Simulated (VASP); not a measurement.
# CuO (P4/nmm) in VASP: settings compared

The runs below take CuO through single point, with LDA, PBEsol, RPBE.

Everything below comes from runs of VASP 6.6.1. Logs are shortened: lines on timing, memory, paths and dates and some standing lists are left out, and cuts for length are marked.

## Step 1: The cell of the first run

The structure is tetragonal, space group P4/nmm (No. 129). The conventional cell has a = 3.175 Å, b = 3.175 Å, c = 4.650 Å, α = 90.00°, β = 90.00°, γ = 90.00°. Cu (site symmetry -4m2) has 4 O at 2.02 Å and 4 Cu at 2.25 Å within 2.7 Å. O (site symmetry 4mm) has 4 Cu at 2.02 Å within 2.7 Å.

## Step 2: Single point, LDA

File INCAR:

```
SYSTEM = CuO
PREC = Accurate
ENCUT = 520
EDIFF = 1E-6
ISMEAR = -1
SIGMA = 0.05
LREAL = .FALSE.
LASPH = .TRUE.
NELM = 100
ALGO = Normal
ISIF = 2
LWAVE = .FALSE.
LCHARG = .TRUE.
LELF = .TRUE.
LVHAR = .TRUE.
NBANDS = 25
```

File KPOINTS:

```
regular mesh
0
G
  8 8 6
  0 0 0
```

File POSCAR:

```
CuO
1.0
    3.1754955000      0.0000000000      0.0000000000
    0.0000000000      3.1754955000      0.0000000000
    0.0000000000      0.0000000000      4.6495318700
Cu O
2 2
Direct
    0.0000000000      0.0000000000      0.0000000000
    0.5000000000      0.5000000000      0.0000000000
    0.5000000000      0.0000000000      0.2670000000
    0.0000000000      0.5000000000      0.7330000000
```

Potentials or basis: VASP PAW LDA potentials, release 64 (Cu, O).

Command:

```sh
> cat potpaw_LDA.64/Cu/POTCAR potpaw_LDA.64/O/POTCAR > POTCAR
> mpirun -np 1 vasp_std > vasp.out
```

OUTCAR:

```text
SYSTEM = CuO
   PREC = Accurate
   ENCUT = 520
   EDIFF = 1E-6
   ISMEAR = -1
   LREAL = .FALSE.
   LASPH = .TRUE.
   NELM = 100
   ISIF = 2

 ion  position               nearest neighbor table
   1  0.000  0.000  0.000-   3 2.02   4 2.02   4 2.02   3 2.02   2 2.25   2 2.25   2 2.25   2 2.25

   2  0.500  0.500  0.000-   3 2.02   4 2.02   3 2.02   4 2.02   1 2.25   1 2.25   1 2.25   1 2.25

   3  0.500  0.000  0.267-   1 2.02   2 2.02   2 2.02   1 2.02
   4  0.000  0.500  0.733-   1 2.02   2 2.02   1 2.02   2 2.02

  LATTYP: Found a simple tetragonal cell.
 ALAT       =     3.1754955000
 C/A-ratio  =     1.4641909806

  Lattice vectors:

 A1 = (   3.1754955000,   0.0000000000,   0.0000000000)
 A2 = (   0.0000000000,   3.1754955000,   0.0000000000)
 A3 = (   0.0000000000,   0.0000000000,   4.6495318700)

Analysis of symmetry for initial positions (statically):
=====================================================================
 Subroutine PRICEL returns:
 Original cell was already a primitive cell.

 Routine SETGRP: Setting up the symmetry group for a
 simple tetragonal supercell.

 Subroutine GETGRP returns: Found 16 space group operations
 (whereof  8 operations were pure point group operations)
 out of a pool of 16 trial point group operations.

The static configuration has the point symmetry D_2d.
 The point group associated with its full space group is D_4h.

Analysis of symmetry for dynamics (positions and initial velocities):
=====================================================================
 Subroutine PRICEL returns:
 Original cell was already a primitive cell.

 Routine SETGRP: Setting up the symmetry group for a
 simple tetragonal supercell.

 Subroutine GETGRP returns: Found 16 space group operations
 (whereof  8 operations were pure point group operations)
 out of a pool of 16 trial point group operations.

The dynamic configuration has the point symmetry D_2d.
 The point group associated with its full space group is D_4h.

 Subroutine INISYM returns: Found 16 space group operations
 (whereof  8 operations are pure point group operations),
 and found     1 'primitive' translations

----------------------------------------------------------------------------------------

                                     Primitive cell

  volume of cell :      46.8848

  direct lattice vectors                    reciprocal lattice vectors
[... 83 lines left out ...]
   ISTART =      0    job   : 0-new  1-cont  2-samecut
   ICHARG =      2    charge: 1-file 2-atom 10-const
   ISPIN  =      1    spin polarized calculation?
   LNONCOLLINEAR =      F non collinear calculations
   LSORBIT =      F    spin-orbit coupling
   LASPH  =      T    aspherical Exc in radial PAW
   ENCUT  =  520.0 eV  38.22 Ry    6.18 a.u.   5.90  5.90  8.65*2*pi/ulx,y,z
   NELM   =    100;   NELMIN=  2; NELMDL= -5     # of ELM steps
   EDIFF  = 0.1E-05   stopping-criterion for ELM
   LREAL  =      F    real-space projection
   EDIFFG = 0.1E-04   stopping-criterion for IOM
   NSW    =      0    number of steps for IOM
   IBRION =     -1    ionic relax: 0-MD 1-quasi-New 2-CG
   NFREE  =      0    steps in history (QN), initial steepest desc. (CG)
   ISIF   =      2    stress and relaxation
   ISYM   =      2    0-nonsym 1-usesym 2-fastsym
   POTIM  = 0.5000    time-step for ionic-motion
   TEBEG  =    0.0;   TEEND  =   0.0 temperature during run
   PSTRESS=    0.0 pullay stress
   NELECT =      34.0000    total number of electrons
   NUPDOWN=      -1.0000    fix difference up-down
   EMIN   =  10.00;   EMAX   =-10.00  energy-range for DOS
   EFERMI =   0.00;   METHOD = LEGACY
   ISMEAR =    -1;   SIGMA  =   0.05  broadening in eV -4-tet -1-fermi 0-gaus
   EFERMI_NEDOS =   21; number of points for ismear=-14 and -15
   IALGO  =     38    algorithm
   IMIX   =      4    mixing-type and parameters
     AMIX     =   0.40;   BMIX     =  1.00
     AMIX_MAG =   1.60;   BMIX_MAG =  1.00
  volume/ion in A,a.u.               =      11.72        79.10
  Fermi-wavevector in a.u.,A,eV,Ry     =   1.470812  2.779431 29.433305  2.163287
  Thomas-Fermi vector in A             =   2.586023
   LORBIT       =      0    0 simple, 1 ext, 2 COOP (PROOUT), +10 PAW based schemes
   GGA     = CA    functional components
   LHFCALC =     F    Hartree Fock is set to
   AEXX    =    0.0000 exact exchange contribution
   IVDW    =     0    specifies the selected vdW correction
   LEPSILON=     F    determine dielectric tensor
   LRPA    =     F    only Hartree local field effects (RPA)
 non-spin polarized calculation
  energy-cutoff  :      520.00
  volume of cell :       46.88
 maximum number of plane-waves:      1288
 NGX is ok and might be reduce to    24
   NGX = 11   NGY = 11   NGZ = 17

 number of electron      34.0000034 magnetization

 Free energy of the ion-electron system (eV)
  ---------------------------------------------------
  ext. energy  EPLUGINS =         0.00000000
  ---------------------------------------------------
  free energy    TOTEN  =       -19.65142062 eV

  energy without entropy =      -19.59599390  energy(sigma->0) =      -19.62370726

 E-fermi :   2.7788     XC(G=0): -11.3215

 val. band max:        2.7755635487   @ k =   0.5000   0.0000   0.0000
 cond. band min:       2.7815078411   @ k =   0.2500   0.1250   0.3333
 fundamental gap:      0.0059442924
 Fermi energy:         2.7788187560

 k-point     1 :       0.0000    0.0000    0.0000
  band No.  band energies     occupation
      1     -15.4382      2.00000
      2     -14.5766      2.00000
      3      -3.6040      2.00000
      4      -2.6292      2.00000
      5      -2.1612      2.00000
      6      -2.1612      2.00000
[... 661 lines left out ...]
     24      15.6939      0.00000
     25      17.0916      0.00000

 [... further k-points ...]
[... 5 lines left out ...]
  --------------------------------------------------------------------------------------
  -------------------------------------------------------------------------------------
  Total        4.7171315      4.7171315     -5.3585402      0.0000000      0.0000000      0.0000000
  in kB      161.1967678    161.1967678   -183.1153894      0.0000000      0.0000000      0.0000000
  external PRESSURE =      46.4260488 kB  Pullay stress =       0.0000000 kB

 VOLUME and BASIS-vectors are now :
 -----------------------------------------------------------------------------
  energy-cutoff  :      520.00
  volume of cell :       46.88
      direct lattice vectors                 reciprocal lattice vectors
     3.175495500  0.000000000  0.000000000     0.314911484  0.000000000  0.000000000
     0.000000000  3.175495500  0.000000000     0.000000000  0.314911484  0.000000000
     0.000000000  0.000000000  4.649531870     0.000000000  0.000000000  0.215075416

 POSITION                                       TOTAL-FORCE (eV/Angst)
 -----------------------------------------------------------------------------------
      0.00000      0.00000      0.00000         0.000000     -0.000000      0.000000
      1.58775      1.58775      0.00000        -0.000000      0.000000      0.000000
      1.58775      0.00000      1.24143        -0.000000     -0.000000     -1.616101
      0.00000      1.58775      3.40811         0.000000     -0.000000      1.616101
 -----------------------------------------------------------------------------------
    total drift:                                0.000000     -0.000000     -0.000000

  FREE ENERGIE OF THE ION-ELECTRON SYSTEM (eV)
  ---------------------------------------------------
  free  energy   TOTEN  =       -19.6514206215 eV

  energy  without entropy=      -19.5959939049  energy(sigma->0) =      -19.62370726
```

stdout:

```text
POSCAR found type information on POSCAR CuO
 POSCAR found :  2 types and       4 ions
 scaLAPACK will be used
 LDA part: xc-table for (Slater(with rela. corr.)+CA(PZ))
 , standard interpolation
 POSCAR, INCAR and KPOINTS ok, starting setup
 FFT: planning ... GRIDC
 FFT: planning ... GRID_SOFT
 FFT: planning ... GRID
 WAVECAR not read
 entering main loop
```

It took 79 s on 1 thread of Intel Xeon 8259CL, shared host; peak memory 0.18 GiB.

Results:

| Property | Result |
| --- | --- |
| Free energy | -19.6514 eV |
| Pressure | 4.6 GPa |
| Largest force | 1.616 eV/Å |
| Band gap on the k mesh | zero (band 17 reaches 3.22 eV, above the bottom of band 18 at 2.36 eV) |

Forces in eV/Å, atoms in the order of the input:
```
Cu   0.000  0.000  0.000
Cu   0.000  0.000  0.000
O    0.000  0.000 -1.616
O    0.000  0.000  1.616
```

Levels at points of the mesh, in eV from the Fermi level:
```csv
k point,band 13,band 14,band 15,band 16,band 17,band 18,band 19,band 20,band 21,band 22
"(0.00, 0.00, 0.00)",-1.10,-1.10,-0.53,-0.29,0.45,0.45,1.07,6.38,10.83,10.83
"(0.50, 0.00, 0.00)",-2.34,-2.34,-0.27,-0.27,0.00,0.00,5.23,5.23,10.48,10.48
"(0.50, 0.50, 0.00)",-1.70,-1.70,-1.55,-1.55,-0.42,-0.42,5.52,5.52,9.20,9.20
"(0.00, 0.00, 0.50)",-0.98,-0.98,-0.76,-0.53,0.26,0.26,2.71,5.54,10.82,10.82
"(0.50, 0.00, 0.50)",-2.38,-2.38,0.04,0.04,0.10,0.10,5.04,5.04,9.55,9.55
"(0.50, 0.50, 0.50)",-1.81,-1.81,-1.70,-1.70,-0.30,-0.30,6.46,6.46,9.20,9.20
```

Caveat: semilocal functionals often make such compounds metallic where correlation or magnetic order opens a gap, which also shifts bond lengths; forces of over 1 eV/Å act on the atoms, so gaps and moduli don't describe the material at rest. With open d or f shells a metallic result of LDA can be an artefact of self-interaction; +U or a hybrid may open a gap.

## Step 3: Single point, PBEsol

File INCAR:

```
SYSTEM = CuO
ALGO     = Normal         ! electronic algorithm
EDIFF    = 1E-7           ! SCF threshold, eV
ENCUT    = 520            ! plane-wave cutoff, eV
GGA      = PS             ! functional
ISIF     = 2              ! what is computed and relaxed
ISMEAR   = -1             ! smearing method
LASPH    = .TRUE.         ! aspherical terms in the spheres
LCHARG   = .FALSE.        ! write CHGCAR
LREAL    = .FALSE.        ! projectors in reciprocal space
LWAVE    = .FALSE.        ! write WAVECAR
NBANDS   = 25             ! bands
NELM     = 80             ! most SCF steps
PREC     = Accurate       ! precision mode
SIGMA    = 0.05           ! smearing width, eV
```

File KPOINTS:

```
k-points
0
G
  8 8 6
  0 0 0
```

POSCAR is that of step 2.

Potentials or basis: VASP PAW PBE potentials, release 64 (Cu, O).

Command:

```sh
> cat potpaw_PBE.64/Cu/POTCAR potpaw_PBE.64/O/POTCAR > POTCAR
> mpirun -np 1 vasp_std > vasp.out
```

Wall time 86 s (1 thread of Intel Xeon 8259CL, shared host); peak memory 0.19 GiB.

Results (log left out):

* Free energy: -17.9345 eV
* Pressure: 10.5 GPa
* Largest force: 1.239 eV/Å
* Band gap on the k mesh: zero (band 17 reaches 3.41 eV, above the bottom of band 18 at 2.56 eV)

Forces in eV/Å, atoms in the order of the input:
```
Cu   0.000  0.000  0.000
Cu   0.000  0.000  0.000
O    0.000  0.000 -1.239
O    0.000  0.000  1.239
```

Stress tensor (GPa, compression positive):
```
 22.36   0.00   0.00
  0.00  22.36   0.00
  0.00   0.00 -13.08
```

Levels at points of the mesh, in eV from the Fermi level:
| k point | band 15 | band 16 | band 17 | band 18 | band 19 | band 20 |
| --- | --- | --- | --- | --- | --- | --- |
| (0.00, 0.00, 0.00) | -0.51 | -0.31 | 0.44 | 0.44 | 1.07 | 6.38 |
| (0.50, 0.00, 0.00) | -0.26 | -0.26 | 0.00 | 0.00 | 5.23 | 5.23 |
| (0.50, 0.50, 0.00) | -1.55 | -1.55 | -0.41 | -0.41 | 5.51 | 5.51 |
| (0.00, 0.00, 0.50) | -0.75 | -0.51 | 0.26 | 0.26 | 2.70 | 5.54 |
| (0.50, 0.00, 0.50) | 0.04 | 0.04 | 0.10 | 0.10 | 5.05 | 5.05 |
| (0.50, 0.50, 0.50) | -1.67 | -1.67 | -0.30 | -0.30 | 6.44 | 6.44 |

Caveat: the PAW data sets were made with another functional, which shifts forces and pressure a little; semilocal functionals often make such compounds metallic where correlation or magnetic order opens a gap, which also shifts bond lengths.

[end of part 1 of 2]
